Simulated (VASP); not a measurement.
# TiO2 (R-3m) in VASP: a series of runs

The runs below take TiO2 through single point, with LDA.

Program: VASP 6.6.1. These are calculated values, not measurements. Logs are shortened: lines on timing, memory, paths and dates and some standing lists are left out, and cuts for length are marked.

### Step 1. The cell of the first run

Symmetry: R-3m, No. 166, trigonal system. Conventional cell: a = 2.891 Å, b = 2.891 Å, c = 20.222 Å, α = 90.00°, β = 90.00°, γ = 120.00°. Ti (site symmetry -3m) has 6 O at 1.91 Å within 2.5 Å. O (site symmetry 3m) has 3 Ti at 1.91 Å within 2.5 Å.

### Step 2. Single point, LDA

Input file INCAR:

```
SYSTEM = TiO2
ALGO     = Normal         ! electronic algorithm
EDIFF    = 1E-6           ! SCF threshold, eV
ENCUT    = 520            ! plane-wave cutoff, eV
ISIF     = 2              ! what is computed and relaxed
ISMEAR   = 0              ! smearing method
LASPH    = .TRUE.         ! aspherical terms in the spheres
LCHARG   = .TRUE.         ! write CHGCAR
LELF     = .TRUE.         ! ELF
LREAL    = .FALSE.        ! projectors in reciprocal space
LVHAR    = .TRUE.       
LWAVE    = .FALSE.        ! write WAVECAR
NBANDS   = 19             ! bands
NELM     = 80             ! most SCF steps
PREC     = Accurate       ! precision mode
SIGMA    = 0.01           ! smearing width, eV
```

Input file KPOINTS:

```
k-points
0
G
  8 8 8
  0 0 0
```

Input file POSCAR:

```
TiO2
1.0
    1.4456562203      0.8346462632      6.7406027582
   -1.4456562203      0.8346462632      6.7406027582
    0.0000000000     -1.6693021813      6.7406027582
Ti O
1 2
Direct
    0.0000000000      0.0000000000      0.0000000000
    0.6204700000      0.6204700000      0.6204700000
    0.3795300000      0.3795300000      0.3795300000
```

Potentials or basis: VASP PAW LDA potentials, release 64 (Ti_sv, O).

Command:

```sh
cat potpaw_LDA.64/Ti_sv/POTCAR potpaw_LDA.64/O/POTCAR > POTCAR
mpirun -np 1 vasp_std > vasp.out
```

OUTCAR:

```text
SYSTEM = TiO2
   EDIFF = 1E-6
   ENCUT = 520
   ISIF = 2
   ISMEAR = 0
   LASPH = .TRUE.
   LREAL = .FALSE.
   NELM = 80
   PREC = Accurate

 ion  position               nearest neighbor table
   1  0.000  0.000  0.000-   2 1.91   3 1.91   2 1.91   2 1.91   3 1.91   3 1.91
   2  0.620  0.620  0.620-   1 1.91   1 1.91   1 1.91
   3  0.380  0.380  0.380-   1 1.91   1 1.91   1 1.91

  LATTYP: Found a trigonal (rhomboedric) cell.
 ALAT       =     6.9442265110
 COS(alpha) =     0.9133213184

  Lattice vectors:

 A1 = (   1.4456562203,   0.8346462632,   6.7406027582)
 A2 = (  -1.4456562203,   0.8346462632,   6.7406027582)
 A3 = (   0.0000000000,  -1.6693021813,   6.7406027582)

Analysis of symmetry for initial positions (statically):
=====================================================================
 Subroutine PRICEL returns:
 Original cell was already a primitive cell.

 Routine SETGRP: Setting up the symmetry group for a
 trigonal (rhombohedral) supercell.

 Subroutine GETGRP returns: Found 12 space group operations
 (whereof 12 operations were pure point group operations)
 out of a pool of 12 trial point group operations.

The static configuration has the point symmetry D_3d.

Analysis of symmetry for dynamics (positions and initial velocities):
=====================================================================
 Subroutine PRICEL returns:
 Original cell was already a primitive cell.

 Routine SETGRP: Setting up the symmetry group for a
 trigonal (rhombohedral) supercell.

 Subroutine GETGRP returns: Found 12 space group operations
 (whereof 12 operations were pure point group operations)
 out of a pool of 12 trial point group operations.

The dynamic configuration has the point symmetry D_3d.

 Subroutine INISYM returns: Found 12 space group operations
 (whereof 12 operations are pure point group operations),
 and found     1 'primitive' translations

----------------------------------------------------------------------------------------

                                     Primitive cell

  volume of cell :      48.7999

  direct lattice vectors                    reciprocal lattice vectors
     1.445656220  0.834646263  6.740602758     0.345863694  0.199684623  0.049451657
    -1.445656220  0.834646263  6.740602758    -0.345863694  0.199684623  0.049451657
     0.000000000 -1.669302181  6.740602758     0.000000000 -0.399369245  0.049451371

  length of vectors
[... 79 lines left out ...]
   LNONCOLLINEAR =      F non collinear calculations
   LSORBIT =      F    spin-orbit coupling
   LASPH  =      T    aspherical Exc in radial PAW
   ENCUT  =  520.0 eV  38.22 Ry    6.18 a.u.  12.91 12.91 12.91*2*pi/ulx,y,z
   NELM   =     80;   NELMIN=  2; NELMDL= -5     # of ELM steps
   EDIFF  = 0.1E-05   stopping-criterion for ELM
   LREAL  =      F    real-space projection
   EDIFFG = 0.1E-04   stopping-criterion for IOM
   NSW    =      0    number of steps for IOM
   IBRION =     -1    ionic relax: 0-MD 1-quasi-New 2-CG
   NFREE  =      0    steps in history (QN), initial steepest desc. (CG)
   ISIF   =      2    stress and relaxation
   ISYM   =      2    0-nonsym 1-usesym 2-fastsym
   POTIM  = 0.5000    time-step for ionic-motion
   TEBEG  =    0.0;   TEEND  =   0.0 temperature during run
   PSTRESS=    0.0 pullay stress
   NELECT =      24.0000    total number of electrons
   NUPDOWN=      -1.0000    fix difference up-down
   EMIN   =  10.00;   EMAX   =-10.00  energy-range for DOS
   EFERMI =   0.00;   METHOD = LEGACY
   ISMEAR =     0;   SIGMA  =   0.01  broadening in eV -4-tet -1-fermi 0-gaus
   EFERMI_NEDOS =   21; number of points for ismear=-14 and -15
   IALGO  =     38    algorithm
   IMIX   =      4    mixing-type and parameters
     AMIX     =   0.40;   BMIX     =  1.00
     AMIX_MAG =   1.60;   BMIX_MAG =  1.00
  volume/ion in A,a.u.               =      16.27       109.77
  Fermi-wavevector in a.u.,A,eV,Ry     =   1.292227  2.441955 22.719703  1.669851
  Thomas-Fermi vector in A             =   2.423948
   LORBIT       =      0    0 simple, 1 ext, 2 COOP (PROOUT), +10 PAW based schemes
   GGA     = CA    functional components
   LHFCALC =     F    Hartree Fock is set to
   AEXX    =    0.0000 exact exchange contribution
   IVDW    =     0    specifies the selected vdW correction
   LEPSILON=     F    determine dielectric tensor
   LRPA    =     F    only Hartree local field effects (RPA)
 non-spin polarized calculation
 Gauss-broadening in eV      SIGMA  =   0.01
  energy-cutoff  :      520.00
  volume of cell :       48.80
 maximum number of plane-waves:      1352
 NGX is ok and might be reduce to    54
   NGX = 25   NGY = 25   NGZ = 25

 number of electron      23.9999997 magnetization

 Free energy of the ion-electron system (eV)
  ---------------------------------------------------
  ext. energy  EPLUGINS =         0.00000000
  ---------------------------------------------------
  free energy    TOTEN  =       -28.77085868 eV

  energy without entropy =      -28.77085868  energy(sigma->0) =      -28.77085868

 E-fermi :  -0.6574     XC(G=0):  -8.4783

 val. band max:       -0.8121720735   @ k =  -0.1250   0.1250   0.0000
 cond. band min:       2.1470701298   @ k =   0.0000   0.0000   0.0000
 fundamental gap:      2.9592422033
 Fermi energy:        -0.6574028404

 k-point     1 :       0.0000    0.0000    0.0000
  band No.  band energies     occupation
      1     -56.0674      2.00000
      2     -32.7702      2.00000
      3     -32.4102      2.00000
      4     -32.4102      2.00000
      5     -18.2755      2.00000
      6     -16.0848      2.00000
[... 505 lines left out ...]
      6     -16.5241      2.00000
[... 11 lines left out ...]
     18       8.1799      0.00000
     19      11.4058      0.00000

 [... further k-points ...]
[... 5 lines left out ...]
  --------------------------------------------------------------------------------------
  -------------------------------------------------------------------------------------
  Total        3.0027604      3.0027566      1.6938581      0.0000000     -0.0000008     -0.0000000
  in kB       98.5852900     98.5851656     55.6119949      0.0000000     -0.0000266     -0.0000000
  external PRESSURE =      84.2608168 kB  Pullay stress =       0.0000000 kB

 VOLUME and BASIS-vectors are now :
 -----------------------------------------------------------------------------
  energy-cutoff  :      520.00
  volume of cell :       48.80
      direct lattice vectors                 reciprocal lattice vectors
     1.445656220  0.834646263  6.740602758     0.345863694  0.199684623  0.049451657
    -1.445656220  0.834646263  6.740602758    -0.345863694  0.199684623  0.049451657
     0.000000000 -1.669302181  6.740602758     0.000000000 -0.399369245  0.049451371

 POSITION                                       TOTAL-FORCE (eV/Angst)
 -----------------------------------------------------------------------------------
      0.00000      0.00000      0.00000         0.000000     -0.000000      0.000000
      0.00000     -0.00001     12.54703         0.000000      0.000000     -0.938987
      0.00000     -0.00000      7.67478         0.000000     -0.000000      0.938987
 -----------------------------------------------------------------------------------
    total drift:                                0.000000      0.000000      0.000000

  FREE ENERGIE OF THE ION-ELECTRON SYSTEM (eV)
  ---------------------------------------------------
  free  energy   TOTEN  =       -28.7708586837 eV

  energy  without entropy=      -28.7708586837  energy(sigma->0) =      -28.77085868
```

Run time: 4.8 min. Hardware: 1 thread of Intel Xeon Platinum 8259CL at 2.50GHz (Skylake/Cascade Lake), shared host; peak memory 0.32 GiB.

What came out:

```yaml
Free_energy: -28.7709 eV
Pressure: 8.4 GPa
Largest_force: 0.939 eV/Å
Band_gap_on_the_k_mesh: 2.96 eV, indirect (least direct gap 3.06 eV)
```

Forces on the atoms (eV/Å):
```
Ti   0.000  0.000  0.000
O    0.000  0.000 -0.939
O    0.000  0.000  0.939
```

Stress tensor (GPa, compression positive):
```
9.86 0.00 0.00
0.00 9.86 0.00
0.00 0.00 5.56
```

Levels at points of the mesh, in eV from the valence-band top:
| k point | band 9 | band 10 | band 11 | band 12 | band 13 | band 14 | band 15 | band 16 |
| --- | --- | --- | --- | --- | --- | --- | --- | --- |
| (0.00, 0.00, 0.00) | -4.01 | -0.78 | -0.10 | -0.10 | 2.96 | 2.96 | 4.99 | 7.34 |
| (0.50, 0.00, 0.00) | -2.64 | -1.85 | -1.16 | -0.68 | 3.26 | 4.20 | 4.31 | 7.37 |
| (0.50, 0.50, 0.00) | -2.64 | -1.86 | -1.16 | -0.67 | 3.26 | 4.20 | 4.31 | 7.35 |
| (0.50, 0.50, 0.50) | -4.01 | -0.86 | -0.10 | -0.10 | 2.96 | 2.96 | 5.02 | 7.81 |

A k mesh can miss the band edges.

### Step 3. Single point, LDA

This run uses another cell than the first one, of 16.72 Å³/atom, 1.028 times its volume.

Input file INCAR:

```
PREC = Accurate
ENCUT = 520
EDIFF = 1E-6
ISMEAR = 0
SIGMA = 0.01
LREAL = F
LASPH = T
NELM = 100
ALGO = Normal
ISIF = 2
LWAVE = F
LCHARG = F
NBANDS = 19
```

Input file KPOINTS:

```
regular mesh
0
Gamma
  8 8 8
```

Input file POSCAR:

```
TiO2
1.0
    1.4589198622      0.8423039961      6.8024466050
   -1.4589198622      0.8423039961      6.8024466050
    0.0000000000     -1.6846177357      6.8024466050
Ti O
1 2
Direct
    0.0000000000      0.0000000000      0.0000000000
    0.6204700000      0.6204700000      0.6204700000
    0.3795300000      0.3795300000      0.3795300000
```

Potentials or basis: VASP PAW LDA potentials, release 64 (Ti_sv, O).

Command:

```sh
cat potpaw_LDA.64/Ti_sv/POTCAR potpaw_LDA.64/O/POTCAR > POTCAR
mpirun -np 1 vasp_std > vasp.out
```

It took 4.4 min on 1 thread of Intel Xeon Platinum 8259CL at 2.50GHz (Skylake/Cascade Lake), shared host; peak memory 0.33 GiB.

The run converged. Its results:

```yaml
Free_energy: -28.8233 eV
Pressure: 3.8 GPa
Largest_force: 0.450 eV/Å
Band_gap_on_the_k_mesh: 2.87 eV, indirect (least direct gap 2.98 eV)
```

Forces in eV/Å, atoms in the order of the input:
```
Ti   0.000  0.000  0.000
O    0.000  0.000 -0.450
O    0.000  0.000  0.450
```

Stress tensor (GPa, compression positive):
```
4.39 0.00 0.00
0.00 4.39 0.00
0.00 0.00 2.52
```

Levels at points of the mesh, in eV from the valence-band top:
```csv
k point,band 8,band 9,band 10,band 11,band 12,band 13,band 14,band 15,band 16,band 17
"(0.00, 0.00, 0.00)",-3.90,-3.90,-0.73,-0.12,-0.12,2.87,2.87,4.81,7.28,7.55
"(0.50, 0.00, 0.00)",-2.97,-2.62,-1.80,-1.17,-0.67,3.15,4.05,4.15,7.08,7.45
"(0.50, 0.50, 0.00)",-2.97,-2.62,-1.81,-1.17,-0.66,3.15,4.05,4.15,7.07,7.45
"(0.50, 0.50, 0.50)",-3.90,-3.90,-0.81,-0.11,-0.11,2.87,2.87,4.83,7.55,7.55
```

A k mesh can miss the band edges. As with any semilocal functional, this LDA gap is likely too small.

(Part 1 of 2 ends here.)
